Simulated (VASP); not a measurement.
# Si (I4/mmm) in VASP: further runs, part 2 of 2

VASP 6.6.1. Earlier steps stand in the parts before.

## 3. Single point, r2SCAN (strain +0.000 along x and y, -0.080 along z)

POSCAR

```
Si
1.0
   -3.3254442900      3.3254442900      1.7685948072
    3.3254442900     -3.3254442900      1.7685948072
    3.3254442900      3.3254442900     -1.7685948072
Si
4
Direct
    0.1788010600      0.1788010600      0.3576021200
    0.8211989400      0.8211989400      0.6423978800
    0.1788010600      0.8211989400      0.0000000000
    0.8211989400      0.1788010600      0.0000000000
```

INCAR.step1

```
SYSTEM = Si
PREC = Accurate
ENCUT = 520
ISMEAR = 0
SIGMA = 0.03
LREAL = .FALSE.
LASPH = .TRUE.
NELM = 60
NBANDS = 16
GGA = PE
ALGO = Normal
EDIFF = 1E-4
LWAVE = .TRUE.
LCHARG = .FALSE.
```

INCAR.step2

```
SYSTEM = Si
PREC = Accurate
ENCUT = 520
EDIFF = 1E-6
ISMEAR = 0
SIGMA = 0.03
LREAL = .FALSE.
LASPH = .TRUE.
NELM = 60
ALGO = Normal
ISIF = 2
LWAVE = .FALSE.
LCHARG = .TRUE.
METAGGA = R2SCAN
LMIXTAU = .TRUE.
LELF = .TRUE.
LVHAR = .TRUE.
NBANDS = 16
ISTART = 1
```

KPOINTS

```
regular mesh
0
G
  10 10 10
  0 0 0
```

Potentials or basis: VASP PAW PBE potentials, release 64 (Si).

The run is started by

```console
$ cat potpaw_PBE.64/Si/POTCAR > POTCAR
$ cp INCAR.step1 INCAR
$ mpirun -np 1 vasp_std > vasp.out
$ cp INCAR.step2 INCAR
$ mpirun -np 1 vasp_std > vasp.out
```

OUTCAR:

```text
SYSTEM = Si
   PREC = Accurate
   ENCUT = 520
   EDIFF = 1E-6
   ISMEAR = 0
   LREAL = .FALSE.
   LASPH = .TRUE.
   NELM = 60
   ISIF = 2
   METAGGA = R2SCAN
   ISTART = 1

 ion  position               nearest neighbor table
   1  0.179  0.179  0.358-   2 2.22   2 2.22   3 2.38   4 2.38
   2  0.821  0.821  0.642-   1 2.22   1 2.22   4 2.38   3 2.38
   3  0.179  0.821  0.000-   4 2.22   4 2.22   2 2.38   1 2.38
   4  0.821  0.179  0.000-   3 2.22   3 2.22   2 2.38   1 2.38

  LATTYP: Found a body centered tetragonal cell.
 ALAT       =     6.6508885800
 C/A-ratio  =     0.5318371481

  Lattice vectors:

 A1 = (  -3.3254442900,   3.3254442900,   1.7685948072)
 A2 = (   3.3254442900,  -3.3254442900,   1.7685948072)
 A3 = (   3.3254442900,   3.3254442900,  -1.7685948072)

Analysis of symmetry for initial positions (statically):
=====================================================================
 Subroutine PRICEL returns:
 Original cell was already a primitive cell.

 Routine SETGRP: Setting up the symmetry group for a
 body centered tetragonal supercell.

[... 167 lines left out ...]
  free energy    TOTEN  =       -34.18431057 eV

  energy without entropy =      -34.18431057  energy(sigma->0) =      -34.18431057

 E-fermi :   6.3799     XC(G=0):  -9.8584

 val. band max:        6.2897320031   @ k =   0.5000   0.5000   0.5000
 cond. band min:       6.4794904774   @ k =  -0.1000  -0.2000   0.1000
 fundamental gap:      0.1897584742
 Fermi energy:         6.3798940859

 k-point     1 :       0.0000    0.0000    0.0000
  band No.  band energies     occupation
      1      -7.0328      2.00000
      2      -2.8209      2.00000
      3       0.0835      2.00000
      4       0.0835      2.00000
      5       1.9140      2.00000
      6       5.0713      2.00000
[... 433 lines left out ...]
      3      -1.3014      2.00000
      4       0.9744      2.00000
      5       1.3878      2.00000
      6       2.7734      2.00000
[... 8 lines left out ...]
     15      13.4454      0.00000
     16      14.1938      0.00000

 [... further k-points ...]
[... 5 lines left out ...]
  --------------------------------------------------------------------------------------
  -------------------------------------------------------------------------------------
  Total        1.5713320      1.5713320     11.3064510      0.0000000      0.0000000     -0.0000000
  in kB       32.1803568     32.1803568    231.5523524      0.0000000      0.0000000     -0.0000000
  external PRESSURE =      98.6376886 kB  Pullay stress =       0.0000000 kB

 VOLUME and BASIS-vectors are now :
 -----------------------------------------------------------------------------
  energy-cutoff  :      520.00
  volume of cell :       78.23
      direct lattice vectors                 reciprocal lattice vectors
    -3.325444290  3.325444290  1.768594807     0.000000000  0.150355849  0.282710318
     3.325444290 -3.325444290  1.768594807     0.150355849  0.000000000  0.282710318
     3.325444290  3.325444290 -1.768594807     0.150355849  0.150355849  0.000000000

 POSITION                                       TOTAL-FORCE (eV/Angst)
 -----------------------------------------------------------------------------------
      1.18919      1.18919     -0.00000        -0.787124     -0.787124      0.000000
      2.13626      2.13626      1.76859         0.787124      0.787124     -0.000000
      2.13626     -2.13626      1.76859         0.787124     -0.787124      0.000000
     -2.13626      2.13626      1.76859        -0.787124      0.787124     -0.000000
 -----------------------------------------------------------------------------------
    total drift:                               -0.000000     -0.000000      0.000000

  FREE ENERGIE OF THE ION-ELECTRON SYSTEM (eV)
  ---------------------------------------------------
  free  energy   TOTEN  =       -34.1843105709 eV

  energy  without entropy=      -34.1843105666  energy(sigma->0) =      -34.18431057
```

OUTCAR.step1:

```text
SYSTEM = Si
   PREC = Accurate
   ENCUT = 520
   ISMEAR = 0
   LREAL = .FALSE.
   LASPH = .TRUE.
   NELM = 60
[... 685 lines left out ...]
      2.13626      2.13626      1.76859         0.806021      0.806021     -0.000000
      2.13626     -2.13626      1.76859         0.806021     -0.806021     -0.000000
     -2.13626      2.13626      1.76859        -0.806021      0.806021     -0.000000
 -----------------------------------------------------------------------------------
    total drift:                               -0.000000     -0.000000      0.000000

  FREE ENERGIE OF THE ION-ELECTRON SYSTEM (eV)
  ---------------------------------------------------
  free  energy   TOTEN  =       -20.8000686500 eV

  energy  without entropy=      -20.8000188515  energy(sigma->0) =      -20.80004375
```

It took 7.7 min on 1 thread of AMD EPYC 7R43 (Zen 3), shared host; peak memory 0.26 GiB.

What came out:

```
Free energy            : -34.1843 eV
Pressure               : 9.9 GPa
Largest force          : 1.113 eV/Å
Band gap on the k mesh : 0.19 eV (least direct gap 1.40 eV)
```

Forces in eV/Å, atoms in the order of the input:
```
Si  -0.787 -0.787  0.000
Si   0.787  0.787  0.000
Si   0.787 -0.787  0.000
Si  -0.787  0.787  0.000
```

Stress tensor (GPa, compression positive):
```
 3.22  0.00  0.00
 0.00  3.22  0.00
 0.00  0.00 23.16
```

Levels at points of the mesh, in eV from the valence-band top:
```tsv
k point	band 5	band 6	band 7	band 8	band 9	band 10	band 11	band 12
(0.00, 0.00, 0.00)	-4.38	-1.22	-1.22	-0.65	1.28	1.28	2.26	2.96
(0.50, 0.00, 0.00)	-5.05	-3.97	-2.66	-1.96	0.72	2.33	2.94	3.50
(0.50, 0.50, 0.00)	-3.51	-2.63	-1.68	-1.33	1.94	2.58	2.79	4.02
(0.50, 0.50, 0.50)	-2.62	-0.27	-0.27	0.00	1.40	2.95	3.32	5.08
```

Caveat: the cell differs from its parent crystal (strain +0.000 along x and y, -0.080 along z); the cell stands under pressure; the PAW data sets were made with another functional, which shifts forces and pressure a little.

## 4. Single point, r2SCAN (strain -0.040 along x and y, +0.000 along z)

POSCAR

```
Si
1.0
   -3.1924265184      3.1924265184      1.9223856600
    3.1924265184     -3.1924265184      1.9223856600
    3.1924265184      3.1924265184     -1.9223856600
Si
4
Direct
    0.1788010600      0.1788010600      0.3576021200
    0.8211989400      0.8211989400      0.6423978800
    0.1788010600      0.8211989400      0.0000000000
    0.8211989400      0.1788010600      0.0000000000
```

INCAR.step1

```
SYSTEM = Si
PREC = Accurate ; ENCUT = 520
ISMEAR = 0 ; SIGMA = 0.03
LREAL = .FALSE. ; LASPH = .TRUE.
NELM = 60 ; NBANDS = 16
GGA = PE ; ALGO = Normal
EDIFF = 1E-4 ; LWAVE = .TRUE.
LCHARG = .FALSE.
```

INCAR.step2

```
SYSTEM = Si
PREC = Accurate ; ENCUT = 520
EDIFF = 1E-6 ; ISMEAR = 0
SIGMA = 0.03 ; LREAL = .FALSE.
LASPH = .TRUE. ; NELM = 60
ALGO = Normal ; ISIF = 2
LWAVE = .FALSE. ; LCHARG = .FALSE.
METAGGA = R2SCAN ; LMIXTAU = .TRUE.
NBANDS = 16 ; ISTART = 1
```

KPOINTS is that of step 3.

The run is started by

```console
$ cat potpaw_PBE.64/Si/POTCAR > POTCAR
$ cp INCAR.step1 INCAR
$ mpirun -np 1 vasp_std > vasp.out
$ cp INCAR.step2 INCAR
$ mpirun -np 1 vasp_std > vasp.out
```

It took 6.6 min on 1 thread of AMD EPYC 7R43 (Zen 3), shared host; peak memory 0.22 GiB.

Results (log left out):

* Free energy: -34.4103 eV
* Pressure: 8.5 GPa
* Largest force: 0.768 eV/Å
* Band gap on the k mesh: zero (filled and empty bands touch)

Forces in eV/Å, atoms in the order of the input:
```
Si   0.543  0.543  0.000
Si  -0.543 -0.543  0.000
Si  -0.543  0.543  0.000
Si   0.543 -0.543  0.000
```

Stress tensor (GPa, compression positive):
```
11.48  0.00  0.00
 0.00 11.48  0.00
 0.00  0.00  2.54
```

Levels at points of the mesh, in eV from the Fermi level:
```tsv
k point	band 6	band 7	band 8	band 9	band 10	band 11
(0.00, 0.00, 0.00)	-1.99	-1.99	-0.86	0.99	1.99	1.99
(0.50, 0.00, 0.00)	-4.03	-2.90	-1.55	0.87	2.89	3.28
(0.50, 0.50, 0.00)	-2.66	-2.18	-2.01	1.48	1.73	2.19
(0.50, 0.50, 0.50)	-0.40	-0.04	0.00	0.00	4.05	4.29
```

Caveat: the cell differs from its parent crystal (strain -0.040 along x and y, +0.000 along z); the cell stands under pressure; semilocal functionals underestimate gaps, so a narrow gap can read as zero; the PAW data sets were made with another functional, which shifts forces and pressure a little.

## 5. The runs side by side

| cell | gap on the mesh (eV) | pressure (GPa) | largest force (eV/Å) |
| --- | --- | --- | --- |
| a = 4.799 Å, angles 100.8, 100.8, 128.7°, 4 atoms | none | 11.4 | 3.00 |
| a = 5.024 Å, angles 97.1, 97.1, 138.8°, 4 atoms | 0.19 | 9.9 | 1.11 |
| a = 4.907 Å, angles 98.8, 98.8, 133.9°, 4 atoms | none | 8.5 | 0.77 |

Alike in all rows: task single point; level r2SCAN; potentials or basis VASP PAW PBE potentials, release 64 (Si); no spin polarisation; k mesh 10 × 10 × 10; cutoff (eV) 520; smearing gaussian 0.03 eV.

Caveats: the cell stands under pressure; the PAW data sets were made with another functional, which shifts forces and pressure a little; semilocal functionals underestimate gaps, so a narrow gap can read as zero (at least some runs).

Total energies depend on the potentials used, so only differences within one code and one set of settings carry meaning.
